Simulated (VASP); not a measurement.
# MgO: single point with PBE

Crystal: MgO.

```
Mg O
1.0
     3.42000    0.06973    0.01119
    -1.64961    2.85720   -0.00001
     0.01341    0.00773    4.14620
Mg O
2 2
Direct
  0.66457 0.33229 0.75003
  0.33893 0.66947 0.25772
  0.66009 0.33005 0.24019
  0.33640 0.66820 0.75206
```

This cell differs from its parent crystal: strained and its atoms moved.

```json
{
 "Program": "VASP 6.6.1",
 "Task": "single point",
 "Functional": "PBE",
 "Potentials or basis": "VASP PAW PBE potentials, release 64 (Mg, O)",
 "Cutoff": "520 eV",
 "k mesh": "9 × 9 × 6",
 "Occupations": "gaussian, width 0.02 eV",
 "Spin": "no spin polarisation"
}
```

```json
{
 "Pressure": "16.4 GPa",
 "Largest force": "1.163 eV/Å",
 "Band gap on the k mesh": "3.77 eV, direct"
}
```

Forces on the atoms (eV/Å):
```
Mg   0.598  0.345  0.038
Mg  -0.783 -0.452 -0.388
O    0.858  0.495  0.609
O   -0.672 -0.388 -0.258
```

Stress tensor (GPa, compression positive):
```
14.31 -6.53 -0.79
-6.53 21.84 -0.46
-0.79 -0.46 13.07
```

Levels at points of the mesh, in eV from the valence-band top:
```tsv
k point	band 6	band 7	band 8	band 9	band 10	band 11
(0.00, 0.00, 0.00)	-1.03	-0.87	0.00	3.77	9.93	12.55
(0.00, 0.00, 0.50)	-1.42	-1.40	-1.35	6.68	6.92	13.13
```

It took 68 s on 1 thread of Intel Xeon 6975P-C, on a shared host, peak memory 0.22 GiB.

Caveat: the cell differs from its parent crystal (strained and its atoms moved); forces of over 1 eV/Å act on the atoms, so gaps and moduli don't describe the material at rest.
